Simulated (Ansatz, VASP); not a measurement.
# Si2F3: VASP beside Ansatz

The input INCAR:

```
ALGO = Normal ; EDIFF = 1E-6
ENCUT = 520 ; GGA = PE
ISIF = 2 ; ISMEAR = 0
ISPIN = 2 ; LASPH = True
LCHARG = False ; LORBIT = 11
LREAL = False ; LWAVE = False
MAGMOM = 0 0 1 1 1 ; NBANDS = 26
NELM = 150 ; PREC = Accurate
SIGMA = 0.1
```

File KPOINTS:

```
k-points
0
Gamma
  6 6 6
```

Contents of POSCAR:

```
Si2F3
1.0
    3.8218872289      2.2065676204      2.0381103017
   -3.8218872289      2.2065676204      2.0381103017
    0.0000000000     -4.4131352408      2.0381103017
Si F
2 3
Direct
    0.2240164253      0.2240164253      0.2240164253
    0.7759835747      0.7759835747      0.7759835747
    0.1764019333      0.8235980667      0.0000000000
    0.0000000000      0.1764019333      0.8235980667
    0.8235980667      0.0000000000      0.1764019333
```

Input for Ansatz:

```yaml
crystal:
  lattice:
    - [3.8218872289, 2.2065676204, 2.0381103017]
    - [-3.8218872289, 2.2065676204, 2.0381103017]
    - [0.0, -4.4131352408, 2.0381103017]
  atoms:
    - { symbol: Si, position: [0.2240164253, 0.2240164253, 0.2240164253] }
    - { symbol: Si, position: [0.7759835747, 0.7759835747, 0.7759835747] }
    - { symbol: F, position: [0.1764019333, 0.8235980667, 0.0], spin: 1.0 }
    - { symbol: F, position: [0.0, 0.1764019333, 0.8235980667], spin: 1.0 }
    - { symbol: F, position: [0.8235980667, 0.0, 0.1764019333], spin: 1.0 }
basis:
  ecutwfc: 420
kpoints:
  mp_grid: { grid: [6, 6, 6] }
hamiltonian:
  xc: pbe
scf:
  occupations: { method: gaussian, width: 0.1 }
  lower_state_search: "off"
output:
  forces: true
  stress: true
  eigenvalues: true
  populations: true
magnetization:
  spin_polarized: true
```

Change from the starting cell: species swapped into the Ni3Se2 type (R32, No. 155).

Alike in both runs: task single point; functional PBE; k mesh 6 × 6 × 6; occupations gaussian, width 0.1 eV; collinear spin.

|  | VASP | Ansatz |
| --- | --- | --- |
| version | VASP 6.6.1 | Ansatz 0.2.0 |
| potentials or method | VASP PAW PBE potentials, release 64 (Si, F), cutoff 520 eV | scalar-relativistic, plane waves, PAW |
| valence electrons in the cell | 29 | 29 |

Ansatz gave:

```
gap on the k mesh at the Fermi level (eV)                     : none
pressure (GPa)                                                : 0.1
traceless stress, the component that is largest in VASP (GPa) : -0.28
rms of the force components (eV/Å)                            : 0.009
net moment per atom (μB)                                      : 0.00
```

Problem. What did VASP give for the same quantities?

Solution. gap on the k mesh at the Fermi level (eV): none; pressure (GPa): 0.2; traceless stress, the component that is largest in VASP (GPa): -0.05; rms of the force components (eV/Å): 0.042; net moment per atom (μB): 0.00.

Atom by atom the forces differ by 0.050 eV/Å (rms over components). A gap of «none» marks a metal or a gap that the smearing closes. Ansatz's warnings: seeded moment not kept.
